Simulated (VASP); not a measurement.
HgTe (zincblende type), 2 atoms in the cell. Symmetry: F-43m, No. 216, cubic system. The conventional cell has a = 5.785 Å, b = 5.785 Å, c = 5.785 Å, α = 90.00°, β = 90.00°, γ = 90.00°. Within 3.3 Å of Hg (site symmetry -43m) lie 4 Te at 2.50 Å. Within 3.3 Å of Te (site symmetry -43m) lie 4 Hg at 2.50 Å. 

```yaml
Program: VASP 6.6.1
Task: single point
Functional: PBE
Potentials_or_basis: VASP PAW PBE potentials, release 64 (Hg, Te)
Cutoff: 520 eV
k_mesh: 12 × 12 × 12
Occupations: fermi-dirac, width 0.05 eV
Spin: no spin polarisation
Dipole_correction: no
Further_INCAR_settings: ALGO = Normal; EDIFF = 1e-06; NBANDS = 16
```

Potentials or basis: VASP PAW PBE potentials, release 64 (Hg, Te).

Launch:

```sh
$ cat potpaw_PBE.64/Hg/POTCAR potpaw_PBE.64/Te/POTCAR > POTCAR
$ mpirun -np 1 vasp_std > vasp.out
```

Hardware: 1 thread of AMD EPYC 7R13, with other jobs on the host.

Question: How long does it take, and how much memory?

Answer: Run time: 44 s on 1 thread of AMD EPYC 7R13, with other jobs on the host, peak memory 0.18 GiB. Counts: scf iterations 12, k points 72.
